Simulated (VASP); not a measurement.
# HfO2 (Fm-3m) in VASP: single point with PBE

Aim: the single point of HfO2 with PBE.

Program: VASP 6.6.1. These are calculated values, not measurements. Logs are shortened: lines on timing, memory, paths and dates and some standing lists are left out, and cuts for length are marked.

## 1. The cell of the first run

Symmetry: Fm-3m, No. 225, cubic system. Conventional cell: a = 5.115 Å, b = 5.115 Å, c = 5.115 Å, α = 90.00°, β = 90.00°, γ = 90.00°. Within 2.9 Å of Hf (site symmetry m-3m) lie 8 O at 2.21 Å. O (site symmetry -43m) has 4 Hf at 2.21 Å and 6 O at 2.56 Å within 2.9 Å.

## 2. Single point, PBE

INCAR reads:

```
SYSTEM = HfO2
PREC = Accurate ; ENCUT = 520
EDIFF = 1E-6 ; ISMEAR = 0
SIGMA = 0.05 ; LREAL = .FALSE.
LASPH = .TRUE. ; NELM = 100
ALGO = Normal ; ISIF = 2
LWAVE = .FALSE. ; LCHARG = .FALSE.
GGA = PE ; NBANDS = 18
```

KPOINTS reads:

```
regular mesh
0
G
  14 14 14
  0 0 0
```

POSCAR reads:

```
HfO2
1.0
    0.0000000000      2.5575000000      2.5575000000
    2.5575000000      0.0000000000      2.5575000000
    2.5575000000      2.5575000000      0.0000000000
Hf O
1 2
Direct
    0.0000000000      0.0000000000      0.0000000000
    0.2500000000      0.2500000000      0.2500000000
    0.7500000000      0.7500000000      0.7500000000
```

Potentials or basis: VASP PAW PBE potentials, release 64 (Hf_pv, O).

On the command line:

```console
$ cat potpaw_PBE.64/Hf_pv/POTCAR potpaw_PBE.64/O/POTCAR > POTCAR
$ mpirun -np 1 vasp_std > vasp.out
```

OUTCAR:

```text
SYSTEM = HfO2
   PREC = Accurate
   ENCUT = 520
   EDIFF = 1E-6
   ISMEAR = 0
   LREAL = .FALSE.
   LASPH = .TRUE.
   NELM = 100
   ISIF = 2
   GGA = PE

 ion  position               nearest neighbor table
   1  0.000  0.000  0.000-   3 2.21   3 2.21   3 2.21   2 2.21   3 2.21   2 2.21   2 2.21   2 2.21

   2  0.250  0.250  0.250-   1 2.21   1 2.21   1 2.21   1 2.21
   3  0.750  0.750  0.750-   1 2.21   1 2.21   1 2.21   1 2.21

  LATTYP: Found a face centered cubic cell.
 ALAT       =     5.1150000000

  Lattice vectors:

 A1 = (   0.0000000000,   2.5575000000,   2.5575000000)
 A2 = (   2.5575000000,   0.0000000000,   2.5575000000)
 A3 = (   2.5575000000,   2.5575000000,   0.0000000000)

Analysis of symmetry for initial positions (statically):
=====================================================================
 Subroutine PRICEL returns:
 Original cell was already a primitive cell.

 Routine SETGRP: Setting up the symmetry group for a
 face centered cubic supercell.

 Subroutine GETGRP returns: Found 48 space group operations
 (whereof 48 operations were pure point group operations)
 out of a pool of 48 trial point group operations.

The static configuration has the point symmetry O_h .

Analysis of symmetry for dynamics (positions and initial velocities):
=====================================================================
 Subroutine PRICEL returns:
 Original cell was already a primitive cell.

 Routine SETGRP: Setting up the symmetry group for a
 face centered cubic supercell.

 Subroutine GETGRP returns: Found 48 space group operations
 (whereof 48 operations were pure point group operations)
 out of a pool of 48 trial point group operations.

The dynamic configuration has the point symmetry O_h .

 Subroutine INISYM returns: Found 48 space group operations
 (whereof 48 operations are pure point group operations),
 and found     1 'primitive' translations

----------------------------------------------------------------------------------------

                                     Primitive cell

  volume of cell :      33.4562

  direct lattice vectors                    reciprocal lattice vectors
     0.000000000  2.557500000  2.557500000    -0.195503421  0.195503421  0.195503421
     2.557500000  0.000000000  2.557500000     0.195503421 -0.195503421  0.195503421
     2.557500000  2.557500000  0.000000000     0.195503421  0.195503421 -0.195503421

  length of vectors
     3.616851186  3.616851186  3.616851186     0.338621859  0.338621859  0.338621859

  position of ions in fractional coordinates (direct lattice)
     0.000000000  0.000000000  0.000000000
     0.250000000  0.250000000  0.250000000
     0.750000000  0.750000000  0.750000000

  ion indices of the primitive-cell ions
   primitive index   ion index
                 1           1
                 2           2
                 3           3

----------------------------------------------------------------------------------------

 KPOINTS: regular mesh

Automatic generation of k-mesh.
 Grid dimensions read from file:
 generate k-points for:   14   14   14

 Generating k-lattice:

  Cartesian coordinates                     Fractional coordinates (reciprocal lattice)
    -0.013964530  0.013964530  0.013964530     0.071428571  0.000000000  0.000000000
     0.013964530 -0.013964530  0.013964530     0.000000000  0.071428571  0.000000000
     0.013964530  0.013964530 -0.013964530     0.000000000  0.000000000  0.071428571

  Length of vectors
     0.024187276  0.024187276  0.024187276

  Shift w.r.t. Gamma in fractional coordinates (k-lattice)
     0.000000000  0.000000000  0.000000000

 Subroutine IBZKPT returns following result:
 ===========================================

 Found    104 irreducible k-points:

 Following reciprocal coordinates:
            Coordinates               Weight
  0.000000  0.000000  0.000000      1.000000
  0.071429  0.000000  0.000000      8.000000
  0.142857  0.000000  0.000000      8.000000
  0.214286  0.000000  0.000000      8.000000
  0.285714  0.000000  0.000000      8.000000
  0.357143  0.000000  0.000000      8.000000
[... 16 lines left out ...]
  0.214286  0.142857  0.000000     24.000000
  0.285714  0.142857  0.000000     24.000000
 [... further k-points ...]
   k-points           NKPTS =    104   k-points in BZ     NKDIM =    104   number of bands    NBANDS=     18
   number of dos      NEDOS =    301   number of ions     NIONS =      3
   total plane-waves  NPLWV =  21952
   dimension x,y,z NGX =    28 NGY =   28 NGZ =   28
   dimension x,y,z NGXF=    56 NGYF=   56 NGZF=   56
   ions per type =               1   2
   NGX,Y,Z   is equivalent  to a cutoff of  12.87, 12.87, 12.87 a.u.
   NGXF,Y,Z  is equivalent  to a cutoff of  25.74, 25.74, 25.74 a.u.
 SYSTEM =  HfO2
   PREC   = accura    normal or accurate (medium, high low for compatibility)
   ISTART =      0    job   : 0-new  1-cont  2-samecut
   ICHARG =      2    charge: 1-file 2-atom 10-const
   ISPIN  =      1    spin polarized calculation?
   LNONCOLLINEAR =      F non collinear calculations
   LSORBIT =      F    spin-orbit coupling
   LASPH  =      T    aspherical Exc in radial PAW
   ENCUT  =  520.0 eV  38.22 Ry    6.18 a.u.   6.72  6.72  6.72*2*pi/ulx,y,z
   NELM   =    100;   NELMIN=  2; NELMDL= -5     # of ELM steps
   EDIFF  = 0.1E-05   stopping-criterion for ELM
   LREAL  =      F    real-space projection
   EDIFFG = 0.1E-04   stopping-criterion for IOM
   NSW    =      0    number of steps for IOM
   IBRION =     -1    ionic relax: 0-MD 1-quasi-New 2-CG
   NFREE  =      0    steps in history (QN), initial steepest desc. (CG)
   ISIF   =      2    stress and relaxation
   ISYM   =      2    0-nonsym 1-usesym 2-fastsym
   POTIM  = 0.5000    time-step for ionic-motion
   TEBEG  =    0.0;   TEEND  =   0.0 temperature during run
   PSTRESS=    0.0 pullay stress
   NELECT =      22.0000    total number of electrons
   NUPDOWN=      -1.0000    fix difference up-down
   EMIN   =  10.00;   EMAX   =-10.00  energy-range for DOS
   EFERMI =   0.00;   METHOD = LEGACY
   ISMEAR =     0;   SIGMA  =   0.05  broadening in eV -4-tet -1-fermi 0-gaus
   EFERMI_NEDOS =   21; number of points for ismear=-14 and -15
   IALGO  =     38    algorithm
   IMIX   =      4    mixing-type and parameters
     AMIX     =   0.40;   BMIX     =  1.00
     AMIX_MAG =   1.60;   BMIX_MAG =  1.00
  volume/ion in A,a.u.               =      11.15        75.26
  Fermi-wavevector in a.u.,A,eV,Ry     =   1.423607  2.690227 27.574337  2.026657
  Thomas-Fermi vector in A             =   2.544186
   LORBIT       =      0    0 simple, 1 ext, 2 COOP (PROOUT), +10 PAW based schemes
   GGA     = PE    functional components
   LHFCALC =     F    Hartree Fock is set to
   AEXX    =    0.0000 exact exchange contribution
   IVDW    =     0    specifies the selected vdW correction
   LEPSILON=     F    determine dielectric tensor
   LRPA    =     F    only Hartree local field effects (RPA)
 non-spin polarized calculation
 Gauss-broadening in eV      SIGMA  =   0.05
  energy-cutoff  :      520.00
  volume of cell :       33.46
 maximum number of plane-waves:       934
   NGX = 13   NGY = 13   NGZ = 13

 number of electron      21.9999993 magnetization

 Free energy of the ion-electron system (eV)
  ---------------------------------------------------
  ext. energy  EPLUGINS =         0.00000000
  ---------------------------------------------------
  free energy    TOTEN  =       -30.23356454 eV

  energy without entropy =      -30.23356454  energy(sigma->0) =      -30.23356454

 E-fermi :   4.3828     XC(G=0): -11.6974

 val. band max:        4.0545103614   @ k =   0.5000   0.5000   0.0000
 cond. band min:       7.7839152194   @ k =   0.5000   0.5000   0.0000
 fundamental gap:      3.7294048580
 Fermi energy:         4.3827722000

 k-point     1 :       0.0000    0.0000    0.0000
  band No.  band energies     occupation
      1     -25.7562      2.00000
      2     -25.7562      2.00000
      3     -25.7562      2.00000
      4     -14.5140      2.00000
      5     -11.6119      2.00000
      6      -1.1274      2.00000
[... 10 lines left out ...]
     17      14.1454      0.00000
     18      17.3890      0.00000

 k-point     2 :       0.0714    0.0000    0.0000
  band No.  band energies     occupation
      1     -25.7763      2.00000
      2     -25.7584      2.00000
      3     -25.7584      2.00000
      4     -14.4482      2.00000
      5     -11.6676      2.00000
      6      -1.0785      2.00000
[... 10 lines left out ...]
     17      14.0560      0.00000
     18      17.3830      0.00000

 k-point     3 :       0.1429    0.0000    0.0000
  band No.  band energies     occupation
      1     -25.8319      2.00000
      2     -25.7646      2.00000
      3     -25.7646      2.00000
      4     -14.2637      2.00000
      5     -11.8141      2.00000
      6      -0.9399      2.00000
[... 10 lines left out ...]
     17      13.8316      0.00000
     18      17.2874      0.00000

 k-point     4 :       0.2143    0.0000    0.0000
  band No.  band energies     occupation
      1     -25.9103      2.00000
      2     -25.7735      2.00000
      3     -25.7735      2.00000
      4     -13.9985      2.00000
      5     -12.0047      2.00000
      6      -0.7356      2.00000
[... 10 lines left out ...]
     17      13.5639      0.00000
     18      16.7491      0.00000

 k-point     5 :       0.2857    0.0000    0.0000
  band No.  band energies     occupation
      1     -25.9949      2.00000
      2     -25.7833      2.00000
      3     -25.7833      2.00000
      4     -13.7131      2.00000
      5     -12.1812      2.00000
      6      -0.5058      2.00000
[... 10 lines left out ...]
     17      13.3418      0.00000
     18      16.1769      0.00000

 k-point     6 :       0.3571    0.0000    0.0000
  band No.  band energies     occupation
      1     -26.0690      2.00000
      2     -25.7921      2.00000
      3     -25.7921      2.00000
      4     -13.4818      2.00000
      5     -12.2921      2.00000
      6      -0.3003      2.00000
[... 10 lines left out ...]
     17      13.4321      0.00000
     18      15.8990      0.00000

 k-point     7 :       0.4286    0.0000    0.0000
  band No.  band energies     occupation
      1     -26.1192      2.00000
      2     -25.7982      2.00000
      3     -25.7982      2.00000
      4     -13.3545      2.00000
      5     -12.3228      2.00000
      6      -0.1630      2.00000
[... 10 lines left out ...]
     17      13.2260      0.00000
     18      16.0684      0.00000

 k-point     8 :       0.5000    0.0000    0.0000
  band No.  band energies     occupation
      1     -26.1369      2.00000
      2     -25.8004      2.00000
      3     -25.8004      2.00000
      4     -13.3195      2.00000
      5     -12.3207      2.00000
      6      -0.1159      2.00000
[... 10 lines left out ...]
     17      13.1515      0.00000
     18      16.2161      0.00000
[... 229 lines left out ...]
     17      13.5813      0.00000
     18      16.6456      0.00000

 k-point    20 :      -0.1429    0.0714    0.0000
  band No.  band energies     occupation
      1     -25.8643      2.00000
      2     -25.7798      2.00000
      3     -25.7652      2.00000
      4     -14.1292      2.00000
      5     -11.9140      2.00000
      6      -0.9048      2.00000
[... 10 lines left out ...]
     17      13.8340      0.00000
     18      17.1438      0.00000

 k-point    21 :      -0.0714    0.0714    0.0000
  band No.  band energies     occupation
      1     -25.8048      2.00000
      2     -25.7676      2.00000
      3     -25.7597      2.00000
      4     -14.3423      2.00000
      5     -11.7530      2.00000
      6      -1.0301      2.00000
[... 10 lines left out ...]
     17      14.0204      0.00000
     18      17.3628      0.00000

 k-point    22 :       0.1429    0.1429    0.0000
  band No.  band energies     occupation
      1     -25.8379      2.00000
      2     -25.7769      2.00000
      3     -25.7769      2.00000
      4     -14.1745      2.00000
      5     -11.8819      2.00000
      6      -0.9165      2.00000
[... 10 lines left out ...]
     17      13.7156      0.00000
     18      17.2258      0.00000

 k-point    23 :       0.2143    0.1429    0.0000
  band No.  band energies     occupation
      1     -25.8897      2.00000
      2     -25.7873      2.00000
      3     -25.7867      2.00000
      4     -13.9677      2.00000
      5     -12.0290      2.00000
      6      -0.7752      2.00000
[... 10 lines left out ...]
     17      13.5209      0.00000
     18      17.0806      0.00000

 k-point    24 :       0.2857    0.1429    0.0000
  band No.  band energies     occupation
      1     -25.9574      2.00000
      2     -25.8000      2.00000
      3     -25.7980      2.00000
      4     -13.7016      2.00000
      5     -12.1986      2.00000
      6      -0.5809      2.00000
[... 10 lines left out ...]
     17      13.4259      0.00000
     18      16.8624      0.00000

 [... further k-points ...]

------------------------ aborting loop because EDIFF is reached ----------------------------------------

  FORCE on cell =-STRESS in cart. coord.  units (eV):
  Direction    XX          YY          ZZ          XY          YZ          ZX
  --------------------------------------------------------------------------------------
  -------------------------------------------------------------------------------------
  Total       -1.2506953     -1.2506953     -1.2506953      0.0000000      0.0000000      0.0000000
  in kB      -59.8942554    -59.8942554    -59.8942554      0.0000000      0.0000000      0.0000000
  external PRESSURE =     -59.8942554 kB  Pullay stress =       0.0000000 kB

 VOLUME and BASIS-vectors are now :
 -----------------------------------------------------------------------------
  energy-cutoff  :      520.00
  volume of cell :       33.46
      direct lattice vectors                 reciprocal lattice vectors
     0.000000000  2.557500000  2.557500000    -0.195503421  0.195503421  0.195503421
     2.557500000  0.000000000  2.557500000     0.195503421 -0.195503421  0.195503421
     2.557500000  2.557500000  0.000000000     0.195503421  0.195503421 -0.195503421

 POSITION                                       TOTAL-FORCE (eV/Angst)
 -----------------------------------------------------------------------------------
      0.00000      0.00000      0.00000        -0.000000      0.000000      0.000000
      1.27875      1.27875      1.27875        -0.000000     -0.000000     -0.000000
      3.83625      3.83625      3.83625         0.000000     -0.000000      0.000000
 -----------------------------------------------------------------------------------
    total drift:                                0.000000      0.000000      0.000000

  FREE ENERGIE OF THE ION-ELECTRON SYSTEM (eV)
  ---------------------------------------------------
  free  energy   TOTEN  =       -30.2335645390 eV

  energy  without entropy=      -30.2335645390  energy(sigma->0) =      -30.23356454
```

Wall time 77 s (1 thread of Intel Xeon 8259CL, shared host); peak memory 0.2 GiB.

What came out:

```yaml
Free_energy: -30.2336 eV
Pressure: -6.0 GPa
Band_gap_on_the_k_mesh: 3.73 eV, direct
```

Levels at points of the mesh, in eV from the valence-band top:
| k point | band 8 | band 9 | band 10 | band 11 | band 12 | band 13 | band 14 | band 15 |
| --- | --- | --- | --- | --- | --- | --- | --- | --- |
| (0.00, 0.00, 0.00) | -5.18 | -0.59 | -0.59 | -0.59 | 3.82 | 3.82 | 5.62 | 10.09 |
| (0.50, 0.00, 0.00) | -3.00 | -2.67 | -1.80 | -1.80 | 4.51 | 4.51 | 6.74 | 8.98 |
| (0.50, 0.50, 0.00) | -3.40 | -1.48 | -1.48 | 0.00 | 3.73 | 5.36 | 6.39 | 7.93 |

Caveat: spin-orbit coupling is left out, which moves the levels of the heavy elements.
